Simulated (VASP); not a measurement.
Set up this calculation in VASP 6.6.1, as the native input.

| Property | Result |
| --- | --- |
| Task | single point |
| Functional | PBE |
| Potentials or basis | VASP PAW PBE potentials, release 64 (Al, Pt) |
| Cutoff | 520 eV |
| k mesh | 3 × 3 × 3 |
| Occupations | gaussian, width 0.1 eV |
| Spin | no spin polarisation |
| Dipole correction | no |
| Further INCAR settings | LREAL = Auto; ALGO = Normal; EDIFF = 1e-06; NBANDS = 124 |

The structure of Al13Pt6 (a cell with a defect) lies in POSCAR:

```
Al13Pt6
1.0
    0.0000000000     -8.9196123556     -2.9732041185
    2.9732041185      0.0000000000      8.9196123556
   -8.9196123556      2.9732041185      0.0000000000
Al Pt
26 12
Direct
    0.4783527576      0.3268087740      0.9443826631
    0.7120443917      0.4045650746      0.6373225656
    0.2498856971      0.2520749708      0.2475835268
    0.7839752364      0.0946585498      0.8651661134
    0.6315417362      0.7084648131      0.4007725054
    0.1751518939      0.5552758345      0.0191164663
    0.5566350058      0.0185436057      0.1733313188
    0.0177354729      0.1728584211      0.5532060057
    0.4041005496      0.6335580827      0.7108512980
    0.9416205287      0.4810236265      0.3258657750
    0.3276419977      0.9450148733      0.4812751609
    0.8680917964      0.7889674686      0.0968727669
    0.0959353441      0.8608983133      0.7869662422
    0.0571863775      0.5185118485      0.6703697421
    0.2908780116      0.5962681491      0.3633096446
    0.8276102405      0.4420532966      0.9818265327
    0.3651302197      0.2895188404      0.5968410097
    0.2125957635      0.9045333174      0.1343609889
    0.7514952963      0.7502185020      0.7544863020
    0.1376890331      0.2146121100      0.9069198023
    0.5940788753      0.3678010885      0.2885758414
    0.9852555328      0.8284183732      0.4425261943
    0.5193450721      0.6710019522      0.0601087808
    0.9011389728      0.1341094544      0.2108195408
    0.4415887716      0.9780620498      0.8264171468
    0.6732954251      0.0621786097      0.5207260655
    0.6138016215      0.5371262529      0.8497890254
    0.1554291477      0.3859506702      0.4579032823
    0.6886725130      0.2323522246      0.0782583625
    0.5382352528      0.8436657799      0.6120059305
    0.0805582562      0.6907246984      0.2294339452
    0.4602031760      0.1574813331      0.3830323908
    0.9264556079      0.3079185933      0.7717188355
    0.3090275932      0.7655955900      0.9246599169
    0.8427751613      0.6151583297      0.5359734722
    0.2309955164      0.0794111432      0.6956863772
    0.7667427030      0.9196982382      0.3074660220
    1.0024880663      0.0033786849      1.0002262856
```

This cell differs from its parent crystal: atoms taken out, then relaxed in part.

One way to write it, as run:

INCAR

```
PREC = Accurate
ENCUT = 520
EDIFF = 1E-6
ISMEAR = 0
SIGMA = 0.1
LREAL = Auto
LASPH = True
NELM = 100
ALGO = Normal
ISIF = 2
LWAVE = False
LCHARG = False
GGA = PE
NBANDS = 124
```

KPOINTS

```
regular mesh
0
Gamma
  3 3 3
```

Potentials or basis: VASP PAW PBE potentials, release 64 (Al, Pt).

Launch:

```bash
$ cat potpaw_PBE.64/Al/POTCAR potpaw_PBE.64/Pt/POTCAR > POTCAR
$ mpirun -np 1 vasp_std > vasp.out
```

It gave:

```json
{
  "Pressure": "-1.4 GPa",
  "Largest force": "0.028 eV/Å",
  "Band gap on the k mesh": "zero (bands 99 and 100 overlap by 0.27 eV)"
}
```

Caveat: the cell differs from its parent crystal (atoms taken out, then relaxed in part); spin-orbit coupling is left out, which moves the levels of the heavy elements.

Wall time 9.5 min on 1 thread of Intel(R) Xeon(R) Platinum 8488C (Sapphire Rapids), on a shared host, peak memory 0.85 GiB.
